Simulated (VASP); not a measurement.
# ScAl3 (Pm-3m) in VASP: further runs

Aim: see how the results for ScAl3 move with the level of theory and the settings. Levels: PBE0, PBE, LDA. Tasks: single point.

Everything below comes from runs of VASP 6.6.1. Logs are shortened: lines on timing, memory, paths and dates and some standing lists are left out, and cuts for length are marked.

**1. The cell of the first run**

It takes space group Pm-3m (No. 221, cubic). Conventional cell: a = 4.088 Å, b = 4.088 Å, c = 4.088 Å, α = 90.00°, β = 90.00°, γ = 90.00°. Sc (site symmetry m-3m) has 12 Al at 2.89 Å within 3.8 Å. Within 3.8 Å of Al (site symmetry 4/mmm) lie 4 Sc at 2.89 Å and 8 Al at 2.89 Å.

**2. Single point, PBE0**

File POSCAR:

```
ScAl3
1.0
    4.0878065700      0.0000000000      0.0000000000
    0.0000000000      4.0878065700      0.0000000000
    0.0000000000      0.0000000000      4.0878065700
Sc Al
1 3
Direct
    0.0000000000      0.0000000000      0.0000000000
    0.5000000000      0.5000000000      0.0000000000
    0.0000000000      0.5000000000      0.5000000000
    0.5000000000      0.0000000000      0.5000000000
```

File INCAR.step1:

```
SYSTEM = ScAl3
ALGO = Normal
EDIFF = 1E-5
ENCUT = 520
GGA = PE
ISIF = 2
ISMEAR = 1
LASPH = .True.
LCHARG = .False.
LREAL = .False.
LWAVE = .True.
NBANDS = 18
NELM = 80
PREC = Accurate
SIGMA = 0.05
```

File INCAR.step2:

```
SYSTEM = ScAl3
AEXX = 0.25
ALGO = Normal
EDIFF = 1E-6
ENCUT = 520
GGA = PE
ISIF = 2
ISMEAR = 1
ISTART = 1
LASPH = .True.
LCHARG = .False.
LHFCALC = .True.
LREAL = .False.
LWAVE = .False.
NBANDS = 18
NELM = 80
PREC = Accurate
PRECFOCK = Normal
SIGMA = 0.05
```

File KPOINTS:

```
k-points
0
Gamma
  4 4 4
  0 0 0
```

Potentials or basis: VASP PAW PBE potentials, release 64 (Sc_sv, Al).

Command:

```sh
cat potpaw_PBE.64/Sc_sv/POTCAR potpaw_PBE.64/Al/POTCAR > POTCAR
cp INCAR.step1 INCAR
mpirun -np 1 vasp_std > vasp.out
cp INCAR.step2 INCAR
mpirun -np 1 vasp_std > vasp.out
```

OUTCAR:

```text
SYSTEM = ScAl3
   AEXX = 0.25
   EDIFF = 1E-6
   ENCUT = 520
   GGA = PE
   ISIF = 2
   ISMEAR = 1
   ISTART = 1
   LASPH = .True.
   LHFCALC = .True.
   LREAL = .False.
   NELM = 80
   PREC = Accurate
   PRECFOCK = Normal

 ion  position               nearest neighbor table
   1  0.000  0.000  0.000-   2 2.89   3 2.89   4 2.89   3 2.89   4 2.89   2 2.89   3 2.89   3 2.89
                             2 2.89   4 2.89   4 2.89   2 2.89
   2  0.500  0.500  0.000-   1 2.89   3 2.89   4 2.89   3 2.89   4 2.89   1 2.89   4 2.89   4 2.89
                             1 2.89   3 2.89   3 2.89   1 2.89
   3  0.000  0.500  0.500-   1 2.89   2 2.89   4 2.89   1 2.89   2 2.89   1 2.89   4 2.89   1 2.89
                             2 2.89   4 2.89   2 2.89   4 2.89
   4  0.500  0.000  0.500-   1 2.89   2 2.89   3 2.89   1 2.89   2 2.89   2 2.89   3 2.89   2 2.89
                             1 2.89   3 2.89   1 2.89   3 2.89

  LATTYP: Found a simple cubic cell.
 ALAT       =     4.0878065700

  Lattice vectors:

 A1 = (   4.0878065700,   0.0000000000,   0.0000000000)
 A2 = (   0.0000000000,   4.0878065700,   0.0000000000)
 A3 = (   0.0000000000,   0.0000000000,   4.0878065700)

Analysis of symmetry for initial positions (statically):
=====================================================================
 Subroutine PRICEL returns:
 Original cell was already a primitive cell.

 Routine SETGRP: Setting up the symmetry group for a
 simple cubic supercell.

 Subroutine GETGRP returns: Found 48 space group operations
 (whereof 48 operations were pure point group operations)
 out of a pool of 48 trial point group operations.

The static configuration has the point symmetry O_h .

Analysis of symmetry for dynamics (positions and initial velocities):
=====================================================================
 Subroutine PRICEL returns:
 Original cell was already a primitive cell.

 Routine SETGRP: Setting up the symmetry group for a
 simple cubic supercell.

 Subroutine GETGRP returns: Found 48 space group operations
 (whereof 48 operations were pure point group operations)
 out of a pool of 48 trial point group operations.

The dynamic configuration has the point symmetry O_h .

 Subroutine INISYM returns: Found 48 space group operations
 (whereof 48 operations are pure point group operations),
 and found     1 'primitive' translations

----------------------------------------------------------------------------------------

                                     Primitive cell

  volume of cell :      68.3079

  direct lattice vectors                    reciprocal lattice vectors
     4.087806570  0.000000000  0.000000000     0.244629970  0.000000000  0.000000000
     0.000000000  4.087806570  0.000000000     0.000000000  0.244629970  0.000000000
     0.000000000  0.000000000  4.087806570     0.000000000  0.000000000  0.244629970

  length of vectors
     4.087806570  4.087806570  4.087806570     0.244629970  0.244629970  0.244629970

  position of ions in fractional coordinates (direct lattice)
     0.000000000  0.000000000  0.000000000
     0.500000000  0.500000000  0.000000000
     0.000000000  0.500000000  0.500000000
     0.500000000  0.000000000  0.500000000

  ion indices of the primitive-cell ions
   primitive index   ion index
                 1           1
                 2           2
                 3           3
                 4           4

----------------------------------------------------------------------------------------

 KPOINTS: k-points

Automatic generation of k-mesh.
 Grid dimensions read from file:
 generate k-points for:    4    4    4

 Generating k-lattice:

  Cartesian coordinates                     Fractional coordinates (reciprocal lattice)
     0.061157493  0.000000000  0.000000000     0.250000000  0.000000000  0.000000000
     0.000000000  0.061157493  0.000000000     0.000000000  0.250000000  0.000000000
     0.000000000  0.000000000  0.061157493     0.000000000  0.000000000  0.250000000

  Length of vectors
     0.061157493  0.061157493  0.061157493

  Shift w.r.t. Gamma in fractional coordinates (k-lattice)
     0.000000000  0.000000000  0.000000000

 Subroutine IBZKPT returns following result:
 ===========================================

 Found     10 irreducible k-points:

 Following reciprocal coordinates:
            Coordinates               Weight
  0.000000  0.000000  0.000000      1.000000
  0.250000  0.000000  0.000000      6.000000
  0.500000  0.000000  0.000000      3.000000
  0.250000  0.250000  0.000000     12.000000
  0.500000  0.250000  0.000000     12.000000
  0.500000  0.500000  0.000000      3.000000
  0.250000  0.250000  0.250000      8.000000
  0.500000  0.250000  0.250000     12.000000
  0.500000  0.500000  0.250000      6.000000
  0.500000  0.500000  0.500000      1.000000
   k-points           NKPTS =     10   k-points in BZ     NKDIM =     64   number of bands    NBANDS=     18
   number of dos      NEDOS =    301   number of ions     NIONS =      4
   total plane-waves  NPLWV =  27000
   dimension x,y,z NGX =    30 NGY =   30 NGZ =   30
   dimension x,y,z NGXF=    60 NGYF=   60 NGZF=   60
   ions per type =               1   3
   NGX,Y,Z   is equivalent  to a cutoff of  12.20, 12.20, 12.20 a.u.
   NGXF,Y,Z  is equivalent  to a cutoff of  24.40, 24.40, 24.40 a.u.
 SYSTEM =  ScAl3
   PREC   = accura    normal or accurate (medium, high low for compatibility)
   ISTART =      1    job   : 0-new  1-cont  2-samecut
   ICHARG =      0    charge: 1-file 2-atom 10-const
   ISPIN  =      1    spin polarized calculation?
   LNONCOLLINEAR =      F non collinear calculations
   LSORBIT =      F    spin-orbit coupling
   LASPH  =      T    aspherical Exc in radial PAW
   ENCUT  =  520.0 eV  38.22 Ry    6.18 a.u.   7.60  7.60  7.60*2*pi/ulx,y,z
   NELM   =     80;   NELMIN=  2; NELMDL=  0     # of ELM steps
   EDIFF  = 0.1E-05   stopping-criterion for ELM
   LREAL  =      F    real-space projection
   EDIFFG = 0.1E-04   stopping-criterion for IOM
   NSW    =      0    number of steps for IOM
   IBRION =     -1    ionic relax: 0-MD 1-quasi-New 2-CG
   NFREE  =      0    steps in history (QN), initial steepest desc. (CG)
   ISIF   =      2    stress and relaxation
   ISYM   =      3    0-nonsym 1-usesym 2-fastsym
   POTIM  = 0.5000    time-step for ionic-motion
   TEBEG  =    0.0;   TEEND  =   0.0 temperature during run
   PSTRESS=    0.0 pullay stress
   NELECT =      20.0000    total number of electrons
   NUPDOWN=      -1.0000    fix difference up-down
   EMIN   =  10.00;   EMAX   =-10.00  energy-range for DOS
   EFERMI =   0.00;   METHOD = LEGACY
   ISMEAR =     1;   SIGMA  =   0.05  broadening in eV -4-tet -1-fermi 0-gaus
   EFERMI_NEDOS =   21; number of points for ismear=-14 and -15
   IALGO  =     38    algorithm
   IMIX   =      1    mixing-type and parameters
     AMIX     =   0.40;   BMIX     =  1.00
     AMIX_MAG =   1.60;   BMIX_MAG =  1.00
  volume/ion in A,a.u.               =      17.08       115.24
  Fermi-wavevector in a.u.,A,eV,Ry     =   1.087079  2.054282 16.078563  1.181741
  Thomas-Fermi vector in A             =   2.223230
   LORBIT       =      0    0 simple, 1 ext, 2 COOP (PROOUT), +10 PAW based schemes
   GGA     = PE    functional components
   LHFCALC =     T    Hartree Fock is set to
   PRECFOCK=normal    Normal, Fast or Accurate (Low or Medium for compatibility)
   ENCUT4O =  -1.0   cutoff for four orbital integrals eV
   NKREDX  =     1    reduce k-point grid by
   NKREDY  =     1    reduce k-point grid by
   NKREDZ  =     1    reduce k-point grid by
   AEXX    =    0.2500 exact exchange contribution
   HFSCREEN=    0.0000 screening length (either q_TF or 0.3 A-1)
   HFSCREENC=   0.0000 screening length for correlation (either q_TF or 0.3 A-1)
   ENCUTFOCK=  -1.0 apply spherical cutoff to Coloumb kernel
   IVDW    =     0    specifies the selected vdW correction
   LEPSILON=     F    determine dielectric tensor
   LRPA    =     F    only Hartree local field effects (RPA)
 non-spin polarized calculation
 Methfessel and Paxton  Order N= 1 SIGMA  =   0.05
  energy-cutoff  :      520.00
  volume of cell :       68.31
 maximum number of plane-waves:      1856
  NGX = 24; NGY = 24; NGZ = 24

 number of electron      19.9999996 magnetization

 Free energy of the ion-electron system (eV)
  ---------------------------------------------------
  ext. energy  EPLUGINS =         0.00000000
  ---------------------------------------------------
  free energy    TOTEN  =       -23.38378440 eV

  energy without entropy =      -23.38145090  energy(sigma->0) =      -23.38300657

 E-fermi :   7.3069     XC(G=0):  -8.2021

 val. band max:        7.2968508486   @ k =   0.5000   0.2500   0.2500
 cond. band min:       7.8262935082   @ k =   0.2500   0.2500   0.0000
 fundamental gap:      0.5294426595
 Fermi energy:         7.3069209227

 k-point     1 :       0.0000    0.0000    0.0000
  band No.  band energies     occupation
      1     -46.5019      2.00000
      2     -23.6390      2.00000
      3     -23.6390      2.00000
      4     -23.6390      2.00000
      5      -4.6466      2.00000
      6       3.9626      2.00000
[... 10 lines left out ...]
     17      13.5319      0.00000
     18      13.5319      0.00000

 k-point     2 :       0.2500    0.0000    0.0000
  band No.  band energies     occupation
      1     -46.5010      2.00000
      2     -23.6596      2.00000
      3     -23.6359      2.00000
      4     -23.6359      2.00000
      5      -4.0046      2.00000
      6       0.9155      2.00000
[... 10 lines left out ...]
     17      13.4154      0.00000
     18      14.3186      0.00000

 k-point     3 :       0.5000    0.0000    0.0000
  band No.  band energies     occupation
      1     -46.5002      2.00000
      2     -23.6805      2.00000
      3     -23.6333      2.00000
      4     -23.6333      2.00000
      5      -2.5084      2.00000
      6      -1.6258      2.00000
[... 118 lines left out ...]
 k-point     9 :       0.5000    0.5000    0.2500
  band No.  band energies     occupation
      1     -46.4973      2.00000
      2     -23.6743      2.00000
      3     -23.6743      2.00000
      4     -23.6506      2.00000
      5      -0.2712      2.00000
      6       0.6973      2.00000
[... 10 lines left out ...]
     17      12.4301      0.00000
     18      15.7448      0.00000

 k-point    10 :       0.5000    0.5000    0.5000
  band No.  band energies     occupation
      1     -46.4963      2.00000
      2     -23.6725      2.00000
      3     -23.6725      2.00000
      4     -23.6725      2.00000
      5       1.3508      2.00000
      6       1.3508      2.00000
[... 10 lines left out ...]
     17      12.5701      0.00000
     18      19.5725      0.00000

------------------------ aborting loop because EDIFF is reached ----------------------------------------

  FORCE on cell =-STRESS in cart. coord.  units (eV):
  Direction    XX          YY          ZZ          XY          YZ          ZX
  --------------------------------------------------------------------------------------
  -------------------------------------------------------------------------------------
  Total       -0.0793944     -0.0793944     -0.0793944     -0.0000000     -0.0000000      0.0000000
  in kB       -1.8622127     -1.8622127     -1.8622127     -0.0000000     -0.0000000      0.0000000
  external PRESSURE =      -1.8622127 kB  Pullay stress =       0.0000000 kB

 VOLUME and BASIS-vectors are now :
 -----------------------------------------------------------------------------
  energy-cutoff  :      520.00
  volume of cell :       68.31
      direct lattice vectors                 reciprocal lattice vectors
     4.087806570  0.000000000  0.000000000     0.244629970  0.000000000  0.000000000
     0.000000000  4.087806570  0.000000000     0.000000000  0.244629970  0.000000000
     0.000000000  0.000000000  4.087806570     0.000000000  0.000000000  0.244629970

 POSITION                                       TOTAL-FORCE (eV/Angst)
 -----------------------------------------------------------------------------------
      0.00000      0.00000      0.00000         0.000000      0.000000      0.000000
      2.04390      2.04390      0.00000         0.000000      0.000000      0.000000
      0.00000      2.04390      2.04390         0.000000      0.000000      0.000000
      2.04390      0.00000      2.04390         0.000000      0.000000      0.000000
 -----------------------------------------------------------------------------------
    total drift:                               -0.000002     -0.000003     -0.000003

  FREE ENERGIE OF THE ION-ELECTRON SYSTEM (eV)
  ---------------------------------------------------
  free  energy   TOTEN  =       -23.3837843963 eV

  energy  without entropy=      -23.3814509026  energy(sigma->0) =      -23.38300657
```

Run time: 5.1 min. Hardware: 1 thread of Intel Xeon 6975P-C (Granite Rapids), shared host; peak memory 0.18 GiB.

Results:

* Free energy: -23.3838 eV
* Pressure: -0.2 GPa
* Band gap on the k mesh: zero (band 10 reaches 8.65 eV, above the bottom of band 11 at 3.27 eV)

Caveat: the k points lie up to 0.38 Å⁻¹ apart; the PAW data sets were made with another functional, which shifts forces and pressure a little.

**3. Single point, PBE**

File INCAR:

```
SYSTEM = ScAl3
ALGO = Normal ; EDIFF = 1E-6
ENCUT = 520 ; GGA = PE
ISIF = 2 ; ISMEAR = 0
LASPH = .True. ; LCHARG = .False.
LREAL = .False. ; LWAVE = .False.
NBANDS = 18 ; NELM = 100
PREC = Accurate ; SIGMA = 0.011
```

File KPOINTS:

```
k-points
0
Gamma
  7 7 7
  0 0 0
```

POSCAR is that of step 2.

Potentials or basis: VASP PAW PBE potentials, release 64 (Sc_sv, Al).

Command:

```sh
cat potpaw_PBE.64/Sc_sv/POTCAR potpaw_PBE.64/Al/POTCAR > POTCAR
mpirun -np 1 vasp_std > vasp.out
```

OUTCAR:

```text
SYSTEM = ScAl3
   EDIFF = 1E-6
   ENCUT = 520
   GGA = PE
   ISIF = 2
   ISMEAR = 0
   LASPH = .True.
   LREAL = .False.
   NELM = 100
   PREC = Accurate

 ion  position               nearest neighbor table
   1  0.000  0.000  0.000-   2 2.89   3 2.89   4 2.89   3 2.89   4 2.89   2 2.89   3 2.89   3 2.89
                             2 2.89   4 2.89   4 2.89   2 2.89
   2  0.500  0.500  0.000-   1 2.89   3 2.89   4 2.89   3 2.89   4 2.89   1 2.89   4 2.89   4 2.89
                             1 2.89   3 2.89   3 2.89   1 2.89
   3  0.000  0.500  0.500-   1 2.89   2 2.89   4 2.89   1 2.89   2 2.89   1 2.89   4 2.89   1 2.89
                             2 2.89   4 2.89   2 2.89   4 2.89
   4  0.500  0.000  0.500-   1 2.89   2 2.89   3 2.89   1 2.89   2 2.89   2 2.89   3 2.89   2 2.89
                             1 2.89   3 2.89   1 2.89   3 2.89

  LATTYP: Found a simple cubic cell.
 ALAT       =     4.0878065700

  Lattice vectors:

 A1 = (   4.0878065700,   0.0000000000,   0.0000000000)
 A2 = (   0.0000000000,   4.0878065700,   0.0000000000)
 A3 = (   0.0000000000,   0.0000000000,   4.0878065700)

Analysis of symmetry for initial positions (statically):
[... 175 lines left out ...]
 cond. band min:       7.2002369778   @ k =   0.2857   0.0000   0.0000
 fundamental gap:      0.0902291106
 Fermi energy:         7.1136082142

 k-point     1 :       0.0000    0.0000    0.0000
  band No.  band energies     occupation
      1     -41.7050      2.00000
      2     -20.4082      2.00000
      3     -20.4082      2.00000
      4     -20.4082      2.00000
      5      -2.7565      2.00000
      6       4.6514      2.00000
[... 397 lines left out ...]
      5       1.5013      2.00000
      6       2.4861      2.00000
[... 10 lines left out ...]
     17      11.3547      0.00000
     18      16.6199      0.00000

------------------------ aborting loop because EDIFF is reached ----------------------------------------

  FORCE on cell =-STRESS in cart. coord.  units (eV):
  Direction    XX          YY          ZZ          XY          YZ          ZX
  --------------------------------------------------------------------------------------
  -------------------------------------------------------------------------------------
  Total        0.4790960      0.4790960      0.4790960     -0.0000000      0.0000000      0.0000000
  in kB       11.2373034     11.2373034     11.2373034     -0.0000000      0.0000000      0.0000000
  external PRESSURE =      11.2373034 kB  Pullay stress =       0.0000000 kB

 VOLUME and BASIS-vectors are now :
 -----------------------------------------------------------------------------
  energy-cutoff  :      520.00
  volume of cell :       68.31
      direct lattice vectors                 reciprocal lattice vectors
     4.087806570  0.000000000  0.000000000     0.244629970  0.000000000  0.000000000
     0.000000000  4.087806570  0.000000000     0.000000000  0.244629970  0.000000000
     0.000000000  0.000000000  4.087806570     0.000000000  0.000000000  0.244629970

 POSITION                                       TOTAL-FORCE (eV/Angst)
 -----------------------------------------------------------------------------------
      0.00000      0.00000      0.00000         0.000000      0.000000      0.000000
      2.04390      2.04390      0.00000         0.000000      0.000000      0.000000
      0.00000      2.04390      2.04390         0.000000      0.000000      0.000000
      2.04390      0.00000      2.04390         0.000000      0.000000      0.000000
 -----------------------------------------------------------------------------------
    total drift:                               -0.000000     -0.000000      0.000000

  FREE ENERGIE OF THE ION-ELECTRON SYSTEM (eV)
  ---------------------------------------------------
  free  energy   TOTEN  =       -19.2939006739 eV

  energy  without entropy=      -19.2934773710  energy(sigma->0) =      -19.29368902
```

OSZICAR:

```text
N       E                     dE             d eps       ncg     rms          rms(c)
DAV:   1     0.109602523853E+03    0.10960E+03   -0.81781E+03   720   0.998E+02
DAV:   2    -0.152008800151E+02   -0.12480E+03   -0.12204E+03   720   0.296E+02
DAV:   3    -0.201801302794E+02   -0.49793E+01   -0.48445E+01  1090   0.554E+01
DAV:   4    -0.203005774112E+02   -0.12045E+00   -0.12005E+00  1072   0.833E+00
DAV:   5    -0.203024542391E+02   -0.18768E-02   -0.18766E-02  1086   0.948E-01    0.890E+00
DAV:   6    -0.193621492162E+02    0.94031E+00   -0.35855E+00  1088   0.199E+01    0.308E+00
DAV:   7    -0.193179909205E+02    0.44158E-01   -0.10836E-01  1088   0.254E+00    0.187E+00
DAV:   8    -0.192944579891E+02    0.23533E-01   -0.42811E-02  1126   0.169E+00    0.311E-01
DAV:   9    -0.192941979684E+02    0.26002E-03   -0.71439E-03  1096   0.938E-01    0.176E-01
DAV:  10    -0.192939204597E+02    0.27751E-03   -0.12704E-03  1178   0.352E-01    0.430E-02
DAV:  11    -0.192939767414E+02   -0.56282E-04   -0.50253E-04  1212   0.190E-01    0.576E-02
DAV:  12    -0.192939000930E+02    0.76648E-04   -0.36524E-04  1058   0.199E-01    0.502E-03
DAV:  13    -0.192939006739E+02   -0.58092E-06   -0.90378E-06  1092   0.267E-02
   1 F= -.19293901E+02 E0= -.19293689E+02  d E =-.423303E-03
```

stdout:

```text
POSCAR found type information on POSCAR ScAl
 POSCAR found :  2 types and       4 ions
 scaLAPACK will be used
 LDA part: xc-table for (Slater+PW92), standard interpolation
 POSCAR, INCAR and KPOINTS ok, starting setup
 FFT: planning ... GRIDC
 FFT: planning ... GRID_SOFT
 FFT: planning ... GRID
 WAVECAR not read
 entering main loop
```

It took 24 s on 1 thread of AMD EPYC 7R43 (Zen 3), shared host; peak memory 0.13 GiB.

Results:

| Item | Value |
| --- | --- |
| Free energy | -19.2939 eV |
| Pressure | 1.1 GPa |
| Band gap on the k mesh | zero (band 10 reaches 8.28 eV, above the bottom of band 11 at 4.60 eV) |

(Part 1 of 2 ends here.)
